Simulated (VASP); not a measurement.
# ZrSe2 (P-3m1) in VASP: single point with r2SCAN0

Aim: the single point of ZrSe2 with r2SCAN0.

All numbers are computed with VASP 6.6.1; they aren't measurements. Logs are shortened: lines on timing, memory, paths and dates and some standing lists are left out, and cuts for length are marked.

**Experimental background.**

From “Stress-Tuned Optical Transitions in Layered 1T-MX2 (M= Hf, Zr, Sn; X= S, Se) Crystals”, 2022, arxiv:2210.12074, for a bulk crystal of ZrSe2: band gap 1.2 eV (indirect).

The runs below are set against these values where they give the same quantity.

## (1) The cell of the first run

Symmetry: P-3m1, No. 164, trigonal system. Conventional cell: a = 3.789 Å, b = 3.789 Å, c = 6.181 Å, α = 90.00°, β = 90.00°, γ = 120.00°. Zr (site symmetry -3m) has 6 Se at 2.69 Å within 3.5 Å. Within 3.5 Å of Se (site symmetry 3m) lie 3 Zr at 2.69 Å.

## (2) Single point, r2SCAN0

The input, POSCAR:

```
ZrSe2
1.0
    3.7893855200      0.0000000000      0.0000000000
   -1.8946927600      3.2817041251      0.0000000000
    0.0000000000      0.0000000000      6.1806783018
Zr Se
1 2
Direct
    0.0000000000      0.0000000000      0.0000000000
    0.3333333333      0.6666666667      0.2537453253
    0.6666666667      0.3333333333      0.7462546747
```

The input, INCAR.step1:

```
PREC = Accurate
ENCUT = 440
EDIFF = 1E-5
ISMEAR = 0
SIGMA = 0.01
LREAL = F
LASPH = T
NELM = 120
ALGO = Normal
ISIF = 2
LWAVE = T
GGA = PE
NBANDS = 19
GGA_COMPAT = F
KPAR = 4
```

The input, INCAR.step2:

```
PREC = Accurate
ENCUT = 440
EDIFF = 1E-6
ISMEAR = 0
SIGMA = 0.01
LREAL = F
LASPH = T
NELM = 120
ALGO = Normal
ISIF = 2
LWAVE = F
LCHARG = T
METAGGA = R2SCAN
LHFCALC = T
AEXX = 0.25
LMIXTAU = T
PRECFOCK = Normal
LVHAR = T
ISTART = 1
NBANDS = 19
GGA_COMPAT = F
KPAR = 4
```

The input, KPOINTS:

```
Automatic mesh
0
Gamma
  6 6 4
```

Potentials or basis: VASP PAW PBE potentials, release 64 (Zr_sv, Se).

The run is started by

```console
$ cat potpaw_PBE.64/Zr_sv/POTCAR potpaw_PBE.64/Se/POTCAR > POTCAR
$ cp INCAR.step1 INCAR
$ mpirun -np 4 vasp_std > vasp.out
$ cp INCAR.step2 INCAR
$ mpirun -np 4 vasp_std > vasp.out
```

OUTCAR:

```text
PREC = Accurate
   ENCUT = 440
   EDIFF = 1E-6
   ISMEAR = 0
   LREAL = F
   LASPH = T
   NELM = 120
   ISIF = 2
   METAGGA = R2SCAN
   LHFCALC = T
   AEXX = 0.25
   PRECFOCK = Normal
   ISTART = 1

 ion  position               nearest neighbor table
   1  0.000  0.000  0.000-   2 2.69   3 2.69   3 2.69   2 2.69   3 2.69   2 2.69
   2  0.333  0.667  0.254-   1 2.69   1 2.69   1 2.69
   3  0.667  0.333  0.746-   1 2.69   1 2.69   1 2.69

  LATTYP: Found a hexagonal cell.
 ALAT       =     3.7893855200
 C/A-ratio  =     1.6310502769

  Lattice vectors:

 A1 = (   3.7893855200,   0.0000000000,   0.0000000000)
 A2 = (  -1.8946927600,   3.2817041251,   0.0000000000)
 A3 = (   0.0000000000,   0.0000000000,   6.1806783018)

Analysis of symmetry for initial positions (statically):
=====================================================================
 Subroutine PRICEL returns:
 Original cell was already a primitive cell.

 Routine SETGRP: Setting up the symmetry group for a
 hexagonal supercell.

 Subroutine GETGRP returns: Found 12 space group operations
 (whereof 12 operations were pure point group operations)
 out of a pool of 24 trial point group operations.

The static configuration has the point symmetry D_3d.

Analysis of symmetry for dynamics (positions and initial velocities):
=====================================================================
 Subroutine PRICEL returns:
 Original cell was already a primitive cell.

 Routine SETGRP: Setting up the symmetry group for a
 hexagonal supercell.

 Subroutine GETGRP returns: Found 12 space group operations
 (whereof 12 operations were pure point group operations)
 out of a pool of 24 trial point group operations.

The dynamic configuration has the point symmetry D_3d.

 Subroutine INISYM returns: Found 12 space group operations
 (whereof 12 operations are pure point group operations),
 and found     1 'primitive' translations

----------------------------------------------------------------------------------------

                                     Primitive cell

  volume of cell :      76.8607

  direct lattice vectors                    reciprocal lattice vectors
     3.789385520  0.000000000  0.000000000     0.263895029  0.152359866  0.000000000
    -1.894692760  3.281704125  0.000000000     0.000000000  0.304719732  0.000000000
     0.000000000  0.000000000  6.180678302     0.000000000  0.000000000  0.161794540

  length of vectors
     3.789385520  3.789385520  6.180678302     0.304719732  0.304719732  0.161794540

  position of ions in fractional coordinates (direct lattice)
     0.000000000  0.000000000  0.000000000
     0.333333333  0.666666667  0.253745325
     0.666666667  0.333333333  0.746254675

  ion indices of the primitive-cell ions
   primitive index   ion index
                 1           1
                 2           2
                 3           3

----------------------------------------------------------------------------------------

 KPOINTS: Automatic mesh

Automatic generation of k-mesh.
 Grid dimensions read from file:
 generate k-points for:    6    6    4

 Generating k-lattice:

  Cartesian coordinates                     Fractional coordinates (reciprocal lattice)
     0.043982505  0.025393311  0.000000000     0.166666667 -0.000000000  0.000000000
     0.000000000  0.050786622  0.000000000     0.000000000  0.166666667  0.000000000
     0.000000000  0.000000000  0.040448635     0.000000000  0.000000000  0.250000000

  Length of vectors
     0.050786622  0.050786622  0.040448635

  Shift w.r.t. Gamma in fractional coordinates (k-lattice)
     0.000000000  0.000000000  0.000000000

 Subroutine IBZKPT returns following result:
 ===========================================

 Found     24 irreducible k-points:

 Following reciprocal coordinates:
            Coordinates               Weight
  0.000000  0.000000  0.000000      1.000000
  0.166667  0.000000  0.000000      6.000000
  0.333333  0.000000  0.000000      6.000000
  0.500000  0.000000  0.000000      3.000000
  0.166667  0.166667  0.000000      6.000000
  0.333333  0.166667  0.000000     12.000000
[... 16 lines left out ...]
  0.333333  0.166667  0.500000     12.000000
  0.333333  0.333333  0.500000      2.000000
   k-points           NKPTS =     24   k-points in BZ     NKDIM =    144   number of bands    NBANDS=     19
   number of dos      NEDOS =    301   number of ions     NIONS =      3
   total plane-waves  NPLWV =  32928
   dimension x,y,z NGX =    28 NGY =   28 NGZ =   42
   dimension x,y,z NGXF=    56 NGYF=   56 NGZF=   84
   ions per type =               1   2
   NGX,Y,Z   is equivalent  to a cutoff of  12.28, 12.28, 11.30 a.u.
   NGXF,Y,Z  is equivalent  to a cutoff of  24.57, 24.57, 22.59 a.u.
 SYSTEM =  unknown system
   PREC   = accura    normal or accurate (medium, high low for compatibility)
   ISTART =      1    job   : 0-new  1-cont  2-samecut
   ICHARG =      0    charge: 1-file 2-atom 10-const
   ISPIN  =      1    spin polarized calculation?
   LNONCOLLINEAR =      F non collinear calculations
   LSORBIT =      F    spin-orbit coupling
   LASPH  =      T    aspherical Exc in radial PAW
   ENCUT  =  440.0 eV  32.34 Ry    5.69 a.u.   6.48  6.48 10.57*2*pi/ulx,y,z
   NELM   =    120;   NELMIN=  2; NELMDL=  0     # of ELM steps
   EDIFF  = 0.1E-05   stopping-criterion for ELM
   LREAL  =      F    real-space projection
   EDIFFG = 0.1E-04   stopping-criterion for IOM
   NSW    =      0    number of steps for IOM
   IBRION =     -1    ionic relax: 0-MD 1-quasi-New 2-CG
   NFREE  =      0    steps in history (QN), initial steepest desc. (CG)
   ISIF   =      2    stress and relaxation
   ISYM   =      3    0-nonsym 1-usesym 2-fastsym
   POTIM  = 0.5000    time-step for ionic-motion
   TEBEG  =    0.0;   TEEND  =   0.0 temperature during run
   PSTRESS=    0.0 pullay stress
   NELECT =      24.0000    total number of electrons
   NUPDOWN=      -1.0000    fix difference up-down
   EMIN   =  10.00;   EMAX   =-10.00  energy-range for DOS
   EFERMI =   0.00;   METHOD = LEGACY
   ISMEAR =     0;   SIGMA  =   0.01  broadening in eV -4-tet -1-fermi 0-gaus
   EFERMI_NEDOS =   21; number of points for ismear=-14 and -15
   IALGO  =     38    algorithm
   IMIX   =      1    mixing-type and parameters
     AMIX     =   0.40;   BMIX     =  1.00
     AMIX_MAG =   1.60;   BMIX_MAG =  1.00
  volume/ion in A,a.u.               =      25.62       172.89
  Fermi-wavevector in a.u.,A,eV,Ry     =   1.110650  2.098824 16.783370  1.233543
  Thomas-Fermi vector in A             =   2.247204
   LORBIT       =      0    0 simple, 1 ext, 2 COOP (PROOUT), +10 PAW based schemes
   METAGGA = R2SCAN    functional components
   LHFCALC =     T    Hartree Fock is set to
   PRECFOCK=normal    Normal, Fast or Accurate (Low or Medium for compatibility)
   ENCUT4O =  -1.0   cutoff for four orbital integrals eV
   NKREDX  =     1    reduce k-point grid by
   NKREDY  =     1    reduce k-point grid by
   NKREDZ  =     1    reduce k-point grid by
   AEXX    =    0.2500 exact exchange contribution
   HFSCREEN=    0.0000 screening length (either q_TF or 0.3 A-1)
   HFSCREENC=   0.0000 screening length for correlation (either q_TF or 0.3 A-1)
   ENCUTFOCK=  -1.0 apply spherical cutoff to Coloumb kernel
   IVDW    =     0    specifies the selected vdW correction
   LEPSILON=     F    determine dielectric tensor
   LRPA    =     F    only Hartree local field effects (RPA)
 non-spin polarized calculation
 Gauss-broadening in eV      SIGMA  =   0.01
  energy-cutoff  :      440.00
  volume of cell :       76.86
 maximum number of plane-waves:      1641
 NGX is ok and might be reduce to    28
  NGX = 20; NGY = 20; NGZ = 32

 number of electron      24.0000000 magnetization

 Free energy of the ion-electron system (eV)
  ---------------------------------------------------
  ext. energy  EPLUGINS =         0.00000000
  ---------------------------------------------------
  free energy    TOTEN  =       -53.15888464 eV

  energy without entropy =      -53.15888464  energy(sigma->0) =      -53.15888464

 E-fermi :   3.4842     XC(G=0):  -7.8176

 val. band max:        3.4025216957   @ k =   0.0000   0.0000   0.0000
 cond. band min:       5.2666953653   @ k =   0.5000   0.0000   0.5000
 fundamental gap:      1.8641736697
 Fermi energy:         3.4842262199

 k-point     1 :       0.0000    0.0000    0.0000
  band No.  band energies     occupation
      1     -50.8930      2.00000
      2     -27.0463      2.00000
      3     -26.9119      2.00000
      4     -26.9119      2.00000
      5     -11.5402      2.00000
      6     -10.0713      2.00000
[... 11 lines left out ...]
     18      10.1947      0.00000
     19      10.2991      0.00000

 k-point     2 :       0.1667    0.0000    0.0000
  band No.  band energies     occupation
      1     -50.8893      2.00000
      2     -27.0336      2.00000
      3     -26.9696      2.00000
      4     -26.9246      2.00000
      5     -11.2600      2.00000
      6     -10.1002      2.00000
[... 11 lines left out ...]
     18      11.5290      0.00000
     19      12.1098      0.00000

 k-point     3 :       0.3333    0.0000    0.0000
  band No.  band energies     occupation
      1     -50.8818      2.00000
      2     -27.0837      2.00000
      3     -27.0069      2.00000
      4     -26.9495      2.00000
      5     -10.6483      2.00000
      6     -10.1408      2.00000
[... 11 lines left out ...]
     18      12.0642      0.00000
     19      12.6714      0.00000

 k-point     4 :       0.5000    0.0000    0.0000
  band No.  band energies     occupation
      1     -50.8780      2.00000
      2     -27.1395      2.00000
      3     -26.9939      2.00000
      4     -26.9618      2.00000
      5     -10.3802      2.00000
      6     -10.0720      2.00000
[... 407 lines left out ...]
     18      12.9060      0.00000
     19      13.2593      0.00000

 k-point    23 :       0.3333    0.1667    0.5000
  band No.  band energies     occupation
      1     -50.8781      2.00000
      2     -27.1094      2.00000
      3     -26.9966      2.00000
      4     -26.9900      2.00000
      5     -10.3798      2.00000
      6     -10.0670      2.00000
[... 11 lines left out ...]
     18      11.6007      0.00000
     19      12.5234      0.00000

 k-point    24 :       0.3333    0.3333    0.5000
  band No.  band energies     occupation
      1     -50.8762      2.00000
      2     -27.0679      2.00000
      3     -27.0679      2.00000
      4     -26.9886      2.00000
      5     -10.1400      2.00000
      6     -10.1400      2.00000
[... 11 lines left out ...]
     18      12.9899      0.00000
     19      12.9899      0.00000

------------------------ aborting loop because EDIFF is reached ----------------------------------------

  FORCE on cell =-STRESS in cart. coord.  units (eV):
  Direction    XX          YY          ZZ          XY          YZ          ZX
  --------------------------------------------------------------------------------------
  -------------------------------------------------------------------------------------
  Total        0.0320951      0.0320951     -0.1256323     -0.0000000     -0.0000000      0.0000000
  in kB        0.6690297      0.6690297     -2.6188322     -0.0000000     -0.0000000      0.0000000
  external PRESSURE =      -0.4269243 kB  Pullay stress =       0.0000000 kB

 VOLUME and BASIS-vectors are now :
 -----------------------------------------------------------------------------
  energy-cutoff  :      440.00
  volume of cell :       76.86
      direct lattice vectors                 reciprocal lattice vectors
     3.789385520  0.000000000  0.000000000     0.263895029  0.152359866  0.000000000
    -1.894692760  3.281704125  0.000000000     0.000000000  0.304719732  0.000000000
     0.000000000  0.000000000  6.180678302     0.000000000  0.000000000  0.161794540

 POSITION                                       TOTAL-FORCE (eV/Angst)
 -----------------------------------------------------------------------------------
      0.00000      0.00000      0.00000        -0.000000      0.000000      0.000000
     -0.00000      2.18780      1.56832        -0.000000      0.000000     -0.224895
      1.89469      1.09390      4.61236         0.000000      0.000000      0.224895
 -----------------------------------------------------------------------------------
    total drift:                               -0.000000     -0.000000     -0.000000

  FREE ENERGIE OF THE ION-ELECTRON SYSTEM (eV)
  ---------------------------------------------------
  free  energy   TOTEN  =       -53.1588846354 eV

  energy  without entropy=      -53.1588846354  energy(sigma->0) =      -53.15888464
```

It took 22 min on 4 MPI ranks of Intel Xeon Platinum 8259CL at 2.50GHz (Skylake/Cascade Lake), shared host; peak memory 0.22 GiB.

Results:

```yaml
Free_energy: -53.1589 eV
Pressure: 0.0 GPa
Largest_force: 0.225 eV/Å
Band_gap_on_the_k_mesh: 1.86 eV (least direct gap 2.70 eV)
```

Forces in eV/Å, atoms in the order of the input:
```
Zr   0.000  0.000  0.000
Se   0.000  0.000 -0.225
Se   0.000  0.000  0.225
```

Levels at points of the mesh, in eV from the valence-band top:
```
           k point  band 10  band 11  band 12  band 13  band 14  band 15
(0.00, 0.00, 0.00)    -0.06    -0.06     0.00     2.70     2.70     3.28
(0.50, 0.00, 0.00)    -2.90    -2.52    -1.61     2.06     4.44     4.86
(0.00, 0.00, 0.50)    -2.38    -0.26    -0.26     2.67     2.67     3.74
(0.50, 0.00, 0.50)    -2.93    -1.24    -1.16     1.86     4.42     4.84
```

Caveat: the PAW data sets were made with another functional, which shifts forces and pressure a little.

## (3) How close it comes

Step 2. Measured gap of ZrSe2: 1.2 eV (indirect; quoted in “Stress-Tuned Optical Transitions in Layered 1T-MX2 (M= Hf, Zr, Sn; X= S, Se) Crystals”, 2022, arxiv:2210.12074). This calculation gives 1.86 eV (+0.66 eV). Spin-orbit coupling on Se, Zr is left out. The value is that of r2SCAN0 on a finite k mesh, which can miss the band edges, without temperature or zero-point motion.
